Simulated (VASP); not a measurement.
# AlAs (F-43m) in VASP: dielectric tensor with LDA

Aim: the dielectric tensor of AlAs with LDA.

All numbers are computed with VASP 6.6.1; they aren't measurements. Logs are shortened: lines on timing, memory, paths and dates and some standing lists are left out, and cuts for length are marked.

**1. The cell of the first run**

It takes space group F-43m (No. 216, cubic). The conventional cell has a = 5.661 Å, b = 5.661 Å, c = 5.661 Å, α = 90.00°, β = 90.00°, γ = 90.00°. Al (site symmetry -43m) has 4 As at 2.45 Å within 3.2 Å. As (site symmetry -43m) has 4 Al at 2.45 Å within 3.2 Å.

**2. Dielectric tensor, LDA**

The input, INCAR:

```
SYSTEM = AlAs
ALGO = Normal
EDIFF = 1E-8
ENCUT = 400
GGA = CA
GGA_COMPAT = .False.
ISIF = 2
ISMEAR = 0
LASPH = .True.
LCHARG = .False.
LEPSILON = .True.
LREAL = .False.
LWAVE = .False.
NELM = 120
PREC = Accurate
SIGMA = 0.01
```

The input, KPOINTS:

```
k-points
0
Gamma
  6 6 6
  0 0 0
```

The input, POSCAR:

```
AlAs
1.0
    0.0000000000      2.8304000000      2.8304000000
    2.8304000000      0.0000000000      2.8304000000
    2.8304000000      2.8304000000      0.0000000000
Al As
1 1
Direct
    0.0000000000      0.0000000000      0.0000000000
    0.2500000000      0.2500000000      0.2500000000
```

Potentials or basis: VASP PAW LDA potentials, release 64 (Al, As).

Started as:

```
cat potpaw_LDA.64/Al/POTCAR potpaw_LDA.64/As/POTCAR > POTCAR
mpirun -np 1 vasp_std > vasp.out
```

OUTCAR:

```text
SYSTEM = AlAs
   EDIFF = 1E-8
   ENCUT = 400
   GGA = CA
   ISIF = 2
   ISMEAR = 0
   LASPH = .True.
   LEPSILON = .True.
   LREAL = .False.
   NELM = 120
   PREC = Accurate

 ion  position               nearest neighbor table
   1  0.000  0.000  0.000-   2 2.45   2 2.45   2 2.45   2 2.45
   2  0.250  0.250  0.250-   1 2.45   1 2.45   1 2.45   1 2.45

  LATTYP: Found a face centered cubic cell.
 ALAT       =     5.6608000000

  Lattice vectors:

 A1 = (   0.0000000000,   2.8304000000,   2.8304000000)
 A2 = (   2.8304000000,   0.0000000000,   2.8304000000)
 A3 = (   2.8304000000,   2.8304000000,   0.0000000000)

Analysis of symmetry for initial positions (statically):
=====================================================================
 Subroutine PRICEL returns:
 Original cell was already a primitive cell.

 Routine SETGRP: Setting up the symmetry group for a
 face centered cubic supercell.

 Subroutine GETGRP returns: Found 24 space group operations
 (whereof 24 operations were pure point group operations)
 out of a pool of 48 trial point group operations.

The static configuration has the point symmetry T_d .

Analysis of symmetry for dynamics (positions and initial velocities):
=====================================================================
 Subroutine PRICEL returns:
 Original cell was already a primitive cell.

 Routine SETGRP: Setting up the symmetry group for a
 face centered cubic supercell.

 Subroutine GETGRP returns: Found 24 space group operations
 (whereof 24 operations were pure point group operations)
 out of a pool of 48 trial point group operations.

The dynamic configuration has the point symmetry T_d .

 Subroutine INISYM returns: Found 24 space group operations
 (whereof 24 operations are pure point group operations),
 and found     1 'primitive' translations

----------------------------------------------------------------------------------------

                                     Primitive cell

  volume of cell :      45.3496

  direct lattice vectors                    reciprocal lattice vectors
     0.000000000  2.830400000  2.830400000    -0.176653477  0.176653477  0.176653477
     2.830400000  0.000000000  2.830400000     0.176653477 -0.176653477  0.176653477
     2.830400000  2.830400000  0.000000000     0.176653477  0.176653477 -0.176653477

  length of vectors
     4.002790067  4.002790067  4.002790067     0.305972797  0.305972797  0.305972797

  position of ions in fractional coordinates (direct lattice)
     0.000000000  0.000000000  0.000000000
     0.250000000  0.250000000  0.250000000

  ion indices of the primitive-cell ions
   primitive index   ion index
                 1           1
                 2           2

----------------------------------------------------------------------------------------

 KPOINTS: k-points

Automatic generation of k-mesh.
 Grid dimensions read from file:
 generate k-points for:    6    6    6

 Generating k-lattice:

  Cartesian coordinates                     Fractional coordinates (reciprocal lattice)
    -0.029442246  0.029442246  0.029442246     0.166666667  0.000000000  0.000000000
     0.029442246 -0.029442246  0.029442246     0.000000000  0.166666667  0.000000000
     0.029442246  0.029442246 -0.029442246     0.000000000  0.000000000  0.166666667

  Length of vectors
     0.050995466  0.050995466  0.050995466

  Shift w.r.t. Gamma in fractional coordinates (k-lattice)
     0.000000000  0.000000000  0.000000000

 Subroutine IBZKPT returns following result:
 ===========================================

 Found     16 irreducible k-points:

 Following reciprocal coordinates:
[... 60 lines left out ...]
   GGA     = CA    functional components
   LHFCALC =     F    Hartree Fock is set to
   AEXX    =    0.0000 exact exchange contribution
   IVDW    =     0    specifies the selected vdW correction
   LEPSILON=     T    determine dielectric tensor
   LRPA    =     F    only Hartree local field effects (RPA)
 non-spin polarized calculation
 Gauss-broadening in eV      SIGMA  =   0.01
  energy-cutoff  :      400.00
  volume of cell :       45.35
 maximum number of plane-waves:       869
 NGX is ok and might be reduce to    28
   NGX = 13   NGY = 13   NGZ = 13

--------------------------------------- Ionic step        1  -------------------------------------------

 number of electron       7.9999999 magnetization

 E-fermi :   3.8515     XC(G=0):  -9.2773

 val. band max:        3.7879440741   @ k =   0.0000   0.0000   0.0000
 cond. band min:       5.1212027883   @ k =   0.5000   0.5000   0.0000
 fundamental gap:      1.3332587142
 Fermi energy:         3.8515143371

 k-point     1 :       0.0000    0.0000    0.0000
  band No.  band energies     occupation
      1      -8.1068      2.00000
      2       3.7879      2.00000
      3       3.7879      2.00000
      4       3.7879      2.00000
      5       5.6689      0.00000
      6       8.0291      0.00000
      7       8.0291      0.00000
      8       8.0291      0.00000
[... 155 lines left out ...]
 k-point    16 :      -0.3333    0.5000    0.1667
  band No.  band energies     occupation
      1      -6.1203      2.00000
      2      -1.4226      2.00000
      3       0.8299      2.00000
      4       1.0793      2.00000
      5       6.8723      0.00000
      6       7.8163      0.00000
      7      10.8189      0.00000
      8      11.5238      0.00000

  FORCE on cell =-STRESS in cart. coord.  units (eV):
  Direction    XX          YY          ZZ          XY          YZ          ZX
  --------------------------------------------------------------------------------------
  -------------------------------------------------------------------------------------
  Total       -0.2560233     -0.2560233     -0.2560233     -0.0000000     -0.0000000     -0.0000000
  in kB       -9.0451678     -9.0451678     -9.0451678     -0.0000000     -0.0000000     -0.0000000
  external PRESSURE =      -9.0451678 kB  Pullay stress =       0.0000000 kB

 VOLUME and BASIS-vectors are now :
 -----------------------------------------------------------------------------
  energy-cutoff  :      400.00
  volume of cell :       45.35
      direct lattice vectors                 reciprocal lattice vectors
     0.000000000  2.830400000  2.830400000    -0.176653477  0.176653477  0.176653477
     2.830400000  0.000000000  2.830400000     0.176653477 -0.176653477  0.176653477
     2.830400000  2.830400000  0.000000000     0.176653477  0.176653477 -0.176653477

 POSITION                                       TOTAL-FORCE (eV/Angst)
 -----------------------------------------------------------------------------------
      0.00000      0.00000      0.00000        -0.000000      0.000000     -0.000000
      1.41520      1.41520      1.41520         0.000000     -0.000000      0.000000
 -----------------------------------------------------------------------------------
    total drift:                                0.000000      0.000000      0.000000

  FREE ENERGIE OF THE ION-ELECTRON SYSTEM (eV)
  ---------------------------------------------------
  free  energy   TOTEN  =       -10.5009801719 eV

  energy  without entropy=      -10.5009801719  energy(sigma->0) =      -10.50098017

 HEAD OF MICROSCOPIC STATIC DIELECTRIC TENSOR (INDEPENDENT PARTICLE, excluding Hartree and local field effects)
 ------------------------------------------------------
          12.259562    -0.000000     0.000000
          -0.000000    12.259562    -0.000000
           0.000000    -0.000000    12.259562
 ------------------------------------------------------

 Free energy of the ion-electron system (eV)
  ---------------------------------------------------
  ---------------------------------------------------
  free energy    TOTEN  =        -1.40769780 eV

  energy without entropy =       -1.40769780

------------------------ aborting loop because EDIFF is reached ----------------------------------------

--------------------------------------- Ionic step        2  -------------------------------------------

------------------------ aborting loop because EDIFF is reached ----------------------------------------

--------------------------------------- Ionic step        3  -------------------------------------------

 Free energy of the ion-electron system (eV)
  ---------------------------------------------------
  ---------------------------------------------------
  free energy    TOTEN  =        -1.40769715 eV

  energy without entropy =       -1.40769715

------------------------ aborting loop because EDIFF is reached ----------------------------------------

 PIEZOELECTRIC TENSOR FIELD DIRECTION 3  (e Angst)
 -----------------------------------------------------------------------------
    -0.00013 -1.95304  0.00000           (  0.00000  0.04618  0.00000)
    -1.95304 -0.00013  0.00000           (  0.04618  0.00000  0.00000)
     0.00000  0.00000 -0.00078           (  0.00000  0.00000  0.00000)

 PIEZOELECTRIC TENSOR FIELD DIRECTION 3  (C/m^2)
 -----------------------------------------------------------------------------
    -0.00005 -0.69000  0.00000
    -0.69000 -0.00005  0.00000
     0.00000  0.00000 -0.00027

 MACROSCOPIC STATIC DIELECTRIC TENSOR (including local field effects in DFT)
 ------------------------------------------------------
          11.484811     0.000000     0.000000
           0.000000    11.484811    -0.000000
           0.000000     0.000000    11.484811
 ------------------------------------------------------

 PIEZOELECTRIC TENSOR (including local field effects)  for field in x, y, z        (e  Angst)
          XX          YY          ZZ          XY          YZ          ZX
  --------------------------------------------------------------------------------
  x     0.00000    -0.00000    -0.00000     0.00000    -1.96054     0.00000
  y    -0.00000     0.00000    -0.00000     0.00000     0.00000    -1.96054
  z     0.00000     0.00000     0.00000    -1.96054     0.00000     0.00000

 PIEZOELECTRIC TENSOR (including local field effects)  for field in x, y, z        (C/m^2)
          XX          YY          ZZ          XY          YZ          ZX
  --------------------------------------------------------------------------------
  x     0.00000    -0.00000    -0.00000     0.00000    -0.69265     0.00000
  y    -0.00000     0.00000    -0.00000     0.00000     0.00000    -0.69265
  z     0.00000     0.00000     0.00000    -0.69265     0.00000     0.00000

 BORN EFFECTIVE CHARGES (including local field effects) (in |e|, cummulative output)
 ---------------------------------------------------------------------------------
 ion    1
    1     2.25838     0.00000     0.00000
    2    -0.00000     2.25838     0.00000
    3    -0.00000    -0.00000     2.25838
 ion    2
    1    -2.25838    -0.00000    -0.00000
    2     0.00000    -2.25838    -0.00000
    3     0.00000     0.00000    -2.25838
```

Run time: 27 s. Hardware: 1 thread of Intel Xeon 6975P-C (Granite Rapids), shared host; peak memory 0.16 GiB.

What came out:

```yaml
Band_gap_on_the_k_mesh: 1.33 eV, indirect (least direct gap 1.88 eV)
Electronic_dielectric_tensor_diagonal: 11.48
Born_charges_mean_of_the_diagonal: Al +2.26; As -2.26 e
```

Levels at points of the mesh, in eV from the valence-band top:
```
           k point  band 1  band 2  band 3  band 4  band 5  band 6  band 7  band 8
(0.00, 0.00, 0.00)  -11.89    0.00    0.00    0.00    1.88    4.24    4.24    4.24
(0.50, 0.00, 0.00)  -10.48   -5.60   -0.83   -0.83    2.02    4.63    4.63    7.58
(0.50, 0.50, 0.00)   -9.93   -5.45   -2.18   -2.18    1.33    2.19   10.20   10.20
```

Electronic dielectric tensor:
```
11.48  0.00  0.00
 0.00 11.48  0.00
 0.00  0.00 11.48
```

Born effective charge tensors (e):
atom 1, Al
```
2.26 0.00 0.00
0.00 2.26 0.00
0.00 0.00 2.26
```
atom 2, As
```
-2.26  0.00  0.00
 0.00 -2.26  0.00
 0.00  0.00 -2.26
```

A k mesh can miss the band edges. Expect the measured gap to be larger: semilocal functionals such as LDA lack the derivative discontinuity.
